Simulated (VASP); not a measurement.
# Al2BC3 (P4/mmm) in VASP: a series of runs

The runs below take Al2BC3 through relaxation of cell and atoms, single point, with PBE.

All numbers are computed with VASP 6.6.1; they aren't measurements. Logs are shortened: lines on timing, memory, paths and dates and some standing lists are left out, and cuts for length are marked.

## 1. The cell of the first run

It takes space group P4/mmm (No. 123, tetragonal). Conventional cell: a = 4.049 Å, b = 4.049 Å, c = 4.518 Å, α = 90.00°, β = 90.00°, γ = 90.00°. Within 2.7 Å of Al (site symmetry 4/mmm) lie 4 C at 2.02 Å and 2 B at 2.26 Å. Al (site symmetry 4/mmm) has 6 C at 2.02 to 2.26 Å within 2.7 Å. B (site symmetry 4/mmm) has 2 Al at 2.26 Å and 4 C at 2.86 Å within 3.0 Å. C (site symmetry mmm) has 4 Al at 2.02 Å within 2.7 Å. Within 3.0 Å of C (site symmetry 4/mmm) lie 2 Al at 2.26 Å and 4 B at 2.86 Å.

## 2. Relaxation of cell and atoms, PBE

File INCAR:

```
SYSTEM = Al2BC3
  PREC = Accurate
  ENCUT = 600
  EDIFF = 1E-7
  ISMEAR = 0
  SIGMA = 0.1
  LREAL = .False.
  LASPH = .True.
  NELM = 60
  ALGO = Normal
  ISIF = 3
  LWAVE = .False.
  LCHARG = .False.
  GGA = PE
  IBRION = 2
  NSW = 90
  EDIFFG = -0.04
```

File KPOINTS:

```
Automatic mesh
0
Gamma
  4 4 4
  0 0 0
```

File POSCAR:

```
Al2BC3
1.0
    4.0491962600      0.0000000000      0.0000000000
    0.0000000000      4.0491962600      0.0000000000
    0.0000000000      0.0000000000      4.5183010200
Al B C
2 1 3
Direct
    0.0000000000      0.0000000000      0.0000000000
    0.5000000000      0.5000000000      0.0000000000
    0.0000000000      0.0000000000      0.5000000000
    0.5000000000      0.0000000000      0.0000000000
    0.0000000000      0.5000000000      0.0000000000
    0.5000000000      0.5000000000      0.5000000000
```

Potentials or basis: VASP PAW PBE potentials, release 64 (Al, B, C).

On the command line:

```console
$ cat potpaw_PBE.64/Al/POTCAR potpaw_PBE.64/B/POTCAR potpaw_PBE.64/C/POTCAR > POTCAR
$ mpirun -np 1 vasp_std > vasp.out
```

OUTCAR:

```text
SYSTEM = Al2BC3
   PREC = Accurate
   ENCUT = 600
   EDIFF = 1E-7
   ISMEAR = 0
   LREAL = .False.
   LASPH = .True.
   NELM = 60
   ISIF = 3
   GGA = PE
   IBRION = 2
   NSW = 90
   EDIFFG = -0.04

 ion  position               nearest neighbor table
   1  0.000  0.000  0.000-   4 2.02   5 2.02   5 2.02   4 2.02   3 2.26   3 2.26   2 2.86   2 2.86
                             2 2.86   2 2.86
   2  0.500  0.500  0.000-   4 2.02   5 2.02   4 2.02   5 2.02   6 2.26   6 2.26   1 2.86   1 2.86
                             1 2.86   1 2.86
   3  0.000  0.000  0.500-   1 2.26   1 2.26
   4  0.500  0.000  0.000-   1 2.02   2 2.02   2 2.02   1 2.02
   5  0.000  0.500  0.000-   1 2.02   2 2.02   1 2.02   2 2.02
   6  0.500  0.500  0.500-   2 2.26   2 2.26

  LATTYP: Found a simple tetragonal cell.
 ALAT       =     4.0491962600
 C/A-ratio  =     1.1158513270

  Lattice vectors:

 A1 = (   4.0491962600,   0.0000000000,   0.0000000000)
 A2 = (   0.0000000000,   4.0491962600,   0.0000000000)
 A3 = (   0.0000000000,   0.0000000000,   4.5183010200)

Analysis of symmetry for initial positions (statically):
=====================================================================
 Subroutine PRICEL returns:
 Original cell was already a primitive cell.

 Routine SETGRP: Setting up the symmetry group for a
 simple tetragonal supercell.

 Subroutine GETGRP returns: Found 16 space group operations
 (whereof 16 operations were pure point group operations)
 out of a pool of 16 trial point group operations.

The static configuration has the point symmetry D_4h.

Analysis of symmetry for dynamics (positions and initial velocities):
=====================================================================
 Subroutine PRICEL returns:
 Original cell was already a primitive cell.

 Routine SETGRP: Setting up the symmetry group for a
 simple tetragonal supercell.

 Subroutine GETGRP returns: Found 16 space group operations
 (whereof 16 operations were pure point group operations)
 out of a pool of 16 trial point group operations.

The dynamic configuration has the point symmetry D_4h.

 Subroutine INISYM returns: Found 16 space group operations
 (whereof 16 operations are pure point group operations),
 and found     1 'primitive' translations

----------------------------------------------------------------------------------------

                                     Primitive cell

  volume of cell :      74.0820

  direct lattice vectors                    reciprocal lattice vectors
     4.049196260  0.000000000  0.000000000     0.246962591  0.000000000  0.000000000
     0.000000000  4.049196260  0.000000000     0.000000000  0.246962591  0.000000000
     0.000000000  0.000000000  4.518301020     0.000000000  0.000000000  0.221322129

  length of vectors
     4.049196260  4.049196260  4.518301020     0.246962591  0.246962591  0.221322129

  position of ions in fractional coordinates (direct lattice)
     0.000000000  0.000000000  0.000000000
     0.500000000  0.500000000  0.000000000
     0.000000000  0.000000000  0.500000000
     0.500000000  0.000000000  0.000000000
     0.000000000  0.500000000  0.000000000
     0.500000000  0.500000000  0.500000000

  ion indices of the primitive-cell ions
   primitive index   ion index
                 1           1
                 2           2
                 3           3
                 4           4
                 5           5
                 6           6

----------------------------------------------------------------------------------------

 KPOINTS: Automatic mesh

Automatic generation of k-mesh.
 Grid dimensions read from file:
 generate k-points for:    4    4    4

 Generating k-lattice:

  Cartesian coordinates                     Fractional coordinates (reciprocal lattice)
     0.061740648  0.000000000  0.000000000     0.250000000  0.000000000  0.000000000
     0.000000000  0.061740648  0.000000000     0.000000000  0.250000000  0.000000000
     0.000000000  0.000000000  0.055330532     0.000000000  0.000000000  0.250000000

  Length of vectors
     0.061740648  0.061740648  0.055330532

  Shift w.r.t. Gamma in fractional coordinates (k-lattice)
     0.000000000  0.000000000  0.000000000

 Subroutine IBZKPT returns following result:
 ===========================================

 Found     18 irreducible k-points:

 Following reciprocal coordinates:
            Coordinates               Weight
  0.000000  0.000000  0.000000      1.000000
  0.250000  0.000000  0.000000      4.000000
  0.500000  0.000000  0.000000      2.000000
  0.250000  0.250000  0.000000      4.000000
  0.500000  0.250000  0.000000      4.000000
  0.500000  0.500000  0.000000      1.000000
[... 10 lines left out ...]
  0.500000  0.250000  0.500000      4.000000
  0.500000  0.500000  0.500000      1.000000
   k-points           NKPTS =     18   k-points in BZ     NKDIM =     18   number of bands    NBANDS=     14
   number of dos      NEDOS =    301   number of ions     NIONS =      6
   total plane-waves  NPLWV =  36864
   dimension x,y,z NGX =    32 NGY =   32 NGZ =   36
   dimension x,y,z NGXF=    64 NGYF=   64 NGZF=   72
   ions per type =               2   1   3
   NGX,Y,Z   is equivalent  to a cutoff of  13.14, 13.14, 13.25 a.u.
   NGXF,Y,Z  is equivalent  to a cutoff of  26.28, 26.28, 26.49 a.u.
 SYSTEM =  Al2BC3
   PREC   = accura    normal or accurate (medium, high low for compatibility)
   ISTART =      0    job   : 0-new  1-cont  2-samecut
   ICHARG =      2    charge: 1-file 2-atom 10-const
   ISPIN  =      1    spin polarized calculation?
   LNONCOLLINEAR =      F non collinear calculations
   LSORBIT =      F    spin-orbit coupling
   LASPH  =      T    aspherical Exc in radial PAW
   ENCUT  =  600.0 eV  44.10 Ry    6.64 a.u.   8.09  8.09  9.02*2*pi/ulx,y,z
   NELM   =     60;   NELMIN=  2; NELMDL= -5     # of ELM steps
   EDIFF  = 0.1E-06   stopping-criterion for ELM
   LREAL  =      F    real-space projection
   EDIFFG = -.4E-01   stopping-criterion for IOM
   NSW    =     90    number of steps for IOM
   IBRION =      2    ionic relax: 0-MD 1-quasi-New 2-CG
   NFREE  =      1    steps in history (QN), initial steepest desc. (CG)
   ISIF   =      3    stress and relaxation
   ISYM   =      2    0-nonsym 1-usesym 2-fastsym
   POTIM  = 0.5000    time-step for ionic-motion
   TEBEG  =    0.0;   TEEND  =   0.0 temperature during run
   PSTRESS=    0.0 pullay stress
   NELECT =      21.0000    total number of electrons
   NUPDOWN=      -1.0000    fix difference up-down
   EMIN   =  10.00;   EMAX   =-10.00  energy-range for DOS
   EFERMI =   0.00;   METHOD = LEGACY
   ISMEAR =     0;   SIGMA  =   0.10  broadening in eV -4-tet -1-fermi 0-gaus
   EFERMI_NEDOS =   21; number of points for ismear=-14 and -15
   IALGO  =     38    algorithm
   IMIX   =      4    mixing-type and parameters
     AMIX     =   0.40;   BMIX     =  1.00
     AMIX_MAG =   1.60;   BMIX_MAG =  1.00
  volume/ion in A,a.u.               =      12.35        83.32
  Fermi-wavevector in a.u.,A,eV,Ry     =   1.075417  2.032244 15.735440  1.156522
  Thomas-Fermi vector in A             =   2.211273
   LORBIT       =      0    0 simple, 1 ext, 2 COOP (PROOUT), +10 PAW based schemes
   GGA     = PE    functional components
   LHFCALC =     F    Hartree Fock is set to
   AEXX    =    0.0000 exact exchange contribution
   IVDW    =     0    specifies the selected vdW correction
   LEPSILON=     F    determine dielectric tensor
   LRPA    =     F    only Hartree local field effects (RPA)
 conjugate gradient relaxation of ions
 non-spin polarized calculation
 Gauss-broadening in eV      SIGMA  =   0.10
  energy-cutoff  :      600.00
  volume of cell :       74.08
 maximum number of plane-waves:      2500
   NGX = 17   NGY = 17   NGZ = 19

--------------------------------------- Ionic step        1  -------------------------------------------

 number of electron      20.9999999 magnetization

 Free energy of the ion-electron system (eV)
  ---------------------------------------------------
  ext. energy  EPLUGINS =         0.00000000
  ---------------------------------------------------
  free energy    TOTEN  =       -29.06642215 eV

  energy without entropy =      -29.03609806  energy(sigma->0) =      -29.05126010

------------------------ aborting loop because EDIFF is reached ----------------------------------------

  FORCE on cell =-STRESS in cart. coord.  units (eV):
  Direction    XX          YY          ZZ          XY          YZ          ZX
  --------------------------------------------------------------------------------------
  -------------------------------------------------------------------------------------
  Total        1.8535550      1.8535550     -6.0263093      0.0000000      0.0000000      0.0000000
  in kB       40.0869710     40.0869710   -130.3314376      0.0000000      0.0000000      0.0000000
  external PRESSURE =     -16.7191652 kB  Pullay stress =       0.0000000 kB

 VOLUME and BASIS-vectors are now :
 -----------------------------------------------------------------------------
  energy-cutoff  :      600.00
  volume of cell :       74.08
      direct lattice vectors                 reciprocal lattice vectors
     4.049196260  0.000000000  0.000000000     0.246962591  0.000000000  0.000000000
     0.000000000  4.049196260  0.000000000     0.000000000  0.246962591  0.000000000
     0.000000000  0.000000000  4.518301020     0.000000000  0.000000000  0.221322129
[... 201 lines left out ...]
 POSITION                                       TOTAL-FORCE (eV/Angst)
 -----------------------------------------------------------------------------------
      0.00000      0.00000      0.00000         0.000000     -0.000000      0.000000
      2.08180      2.08180     -0.00000         0.000000      0.000000      0.000000
      0.00000      0.00000      2.08854         0.000000     -0.000000      0.000000
      2.08180      0.00000      0.00000         0.000000      0.000000      0.000000
      0.00000      2.08180      4.17708         0.000000     -0.000000      0.000000
      2.08180      2.08180      2.08854         0.000000      0.000000      0.000000
 -----------------------------------------------------------------------------------
    total drift:                                0.000000      0.000000     -0.000000

  FREE ENERGIE OF THE ION-ELECTRON SYSTEM (eV)
  ---------------------------------------------------
  free  energy   TOTEN  =       -29.3761239529 eV

  energy  without entropy=      -29.3522062113  energy(sigma->0) =      -29.36416508

--------------------------------------- Ionic step        7  -------------------------------------------

 number of electron      21.0000000 magnetization

 Free energy of the ion-electron system (eV)
  ---------------------------------------------------
  ext. energy  EPLUGINS =         0.00000000
  ---------------------------------------------------
  free energy    TOTEN  =       -29.37636766 eV

  energy without entropy =      -29.35224667  energy(sigma->0) =      -29.36430717

 E-fermi :   4.5842     XC(G=0): -10.3456

 val. band max:        4.5692836231   @ k =   0.2500   0.2500   0.2500
 cond. band min:       4.6319590221   @ k =   0.5000   0.2500   0.0000
 fundamental gap:      0.0626753990
 Fermi energy:         4.5841844086

 k-point     1 :       0.0000    0.0000    0.0000
  band No.  band energies     occupation
      1      -8.5276      2.00000
      2      -3.7856      2.00000
      3      -3.6727      2.00000
      4      -0.4332      2.00000
      5      -0.4017      2.00000
      6      -0.4017      2.00000
      7       0.0285      2.00000
      8       3.7190      2.00000
      9       4.0696      2.00000
     10       4.0696      2.00000
     11       5.3024      0.00000
     12       5.3024      0.00000
     13       5.5411      0.00000
     14       7.6496      0.00000

 k-point     2 :       0.2500    0.0000    0.0000
  band No.  band energies     occupation
      1      -8.0963      2.00000
      2      -4.9778      2.00000
      3      -3.6044      2.00000
      4      -1.0555      2.00000
      5       0.0199      2.00000
      6       0.4387      2.00000
      7       1.6174      2.00000
      8       2.9794      2.00000
      9       3.1462      2.00000
     10       3.4822      2.00000
[... 296 lines left out ...]
 POSITION                                       TOTAL-FORCE (eV/Angst)
 -----------------------------------------------------------------------------------
      0.00000      0.00000      0.00000         0.000000      0.000000      0.000000
      2.07928      2.07928     -0.00000         0.000000      0.000000      0.000000
      0.00000      0.00000      2.08743         0.000000      0.000000      0.000000
      2.07928      0.00000      0.00000         0.000000      0.000000      0.000000
      0.00000      2.07928     -0.00000         0.000000     -0.000000      0.000000
      2.07928      2.07928      2.08743         0.000000      0.000000      0.000000
 -----------------------------------------------------------------------------------
    total drift:                                0.000000      0.000000     -0.000000

  FREE ENERGIE OF THE ION-ELECTRON SYSTEM (eV)
  ---------------------------------------------------
  free  energy   TOTEN  =       -29.3763676639 eV

  energy  without entropy=      -29.3522466662  energy(sigma->0) =      -29.36430717

 reached required accuracy - stopping structural energy minimisation
```

It took 57 s on 1 thread of Intel Xeon Platinum 8488C (Sapphire Rapids), shared host; peak memory 0.19 GiB.

Results:

- Free energy: -29.3764 eV
- Relaxed volume: 12.03 Å³/atom
- Relaxed cell: a = 4.159 Å, b = 4.159 Å, c = 4.175 Å, α = 90.00°, β = 90.00°, γ = 90.00°
- Space group after relaxing (to 0.05 Å): P4/mmm (No. 123)
- Energy gained by relaxing: 51.7 meV/atom
- Ionic steps: 7
- Pressure after relaxing: 0.0 GPa

Stress tensor (GPa, compression positive):
```
 0.06  0.00  0.00
 0.00  0.06  0.00
 0.00  0.00 -0.27
```

Step by step:
```
step  energy change (eV)  largest force (eV/Å)  pressure (GPa)  volume (Å³)
   1              0.0000                0.0000           -1.67        74.08
   2             -0.2577                0.0000           -0.74        72.61
   3             -0.3074                0.0000            0.67        71.75
   4             -0.3082                0.0000            1.00        71.59
   5             -0.3083                0.0000            0.88        71.64
   6             -0.3097                0.0000           -0.40        72.41
   7             -0.3099                0.0000           -0.05        72.20
```

Final structure:
```xyz
6
Lattice="4.1586 0.0000 0.0000 0.0000 4.1586 0.0000 0.0000 0.0000 4.1749" Properties=species:S:1:pos:R:3 pbc="T T T"
Al    0.0000    0.0000    0.0000
Al    2.0793    2.0793    0.0000
B     0.0000    0.0000    2.0874
C     2.0793    0.0000    0.0000
C     0.0000    2.0793    0.0000
C     2.0793    2.0793    2.0874
```

Caveat: the k points lie up to 0.38 Å⁻¹ apart in the final cell.

## 3. Single point, PBE, collinear spin, ferromagnetic start

This run uses another cell than the first one, of 12.03 Å³/atom, 0.974 times its volume.

File INCAR:

```
PREC = Accurate ; ENCUT = 520
EDIFF = 1E-6 ; ISMEAR = 0
SIGMA = 0.1 ; LREAL = F
LASPH = T ; NELM = 150
ALGO = Normal ; ISIF = 2
LWAVE = F ; LCHARG = F
ISPIN = 2 ; MAGMOM = 0 0 0 1 1 1
LORBIT = 11 ; GGA = PE
NBANDS = 24
```

File KPOINTS:

```
Automatic mesh
0
Gamma
  4 4 4
```

POSCAR: that of step 2 with these lines changed.

```diff
@@ -2,5 +2,5 @@
 1.0
-    4.0491962600      0.0000000000      0.0000000000
-    0.0000000000      4.0491962600      0.0000000000
-    0.0000000000      0.0000000000      4.5183010200
+    4.1588534016      0.0000000000      0.0000000000
+    0.0000000000      4.1588534016      0.0000000000
+    0.0000000000      0.0000000000      4.1734671542
 Al B C
```

Potentials or basis: VASP PAW PBE potentials, release 64 (Al, B, C).

On the command line:

```console
$ cat potpaw_PBE.64/Al/POTCAR potpaw_PBE.64/B/POTCAR potpaw_PBE.64/C/POTCAR > POTCAR
$ mpirun -np 1 vasp_std > vasp.out
```

It took 37 s on 1 thread of Intel Xeon Platinum 8488C (Sapphire Rapids), shared host; peak memory 0.22 GiB.

The run converged. Its results:

```
Free energy                                           : -29.3737 eV
Pressure                                              : 0.0 GPa
Net moment                                            : 0.00 μB per cell
Valence electrons inside the program's atomic spheres : Al 0.84, 0.78; B 1.53; C 2.28, 2.12
```

Stress tensor (GPa, compression positive):
```
 0.13  0.00  0.00
 0.00  0.13  0.00
 0.00  0.00 -0.12
```

Levels at points of the mesh, in eV from the Fermi level:
Spin up:
```tsv
k point	band 8	band 9	band 10	band 11	band 12	band 13
(0.00, 0.00, 0.00)	-0.87	-0.52	-0.52	0.72	0.72	0.96
(0.50, 0.00, 0.00)	-2.74	-2.06	-1.56	0.59	1.11	1.28
(0.50, 0.50, 0.00)	-1.57	-0.94	-0.94	-0.56	-0.56	0.58
(0.00, 0.00, 0.50)	-1.11	-1.11	-0.86	-0.08	-0.08	0.20
(0.50, 0.00, 0.50)	-2.78	-1.33	-0.65	-0.16	0.43	1.23
(0.50, 0.50, 0.50)	-3.68	0.44	0.62	0.65	1.64	2.42
```
Spin down:
```tsv
k point	band 7	band 8	band 9	band 10	band 11	band 12	band 13	band 14
(0.00, 0.00, 0.00)	-4.55	-0.87	-0.52	-0.52	0.72	0.72	0.96	3.07
(0.50, 0.00, 0.00)	-3.17	-2.74	-2.06	-1.56	0.59	1.11	1.28	1.59
(0.50, 0.50, 0.00)	-2.05	-1.57	-0.94	-0.94	-0.56	-0.56	0.58	0.61
(0.00, 0.00, 0.50)	-2.54	-1.11	-1.11	-0.86	-0.08	-0.08	0.20	1.07
(0.50, 0.00, 0.50)	-2.83	-2.78	-1.33	-0.65	-0.16	0.43	1.23	1.31
(0.50, 0.50, 0.50)	-3.68	-3.68	0.44	0.62	0.65	1.64	2.42	2.42
```

Caveat: the k points lie up to 0.38 Å⁻¹ apart.

(Continued in part 2 of 2.)
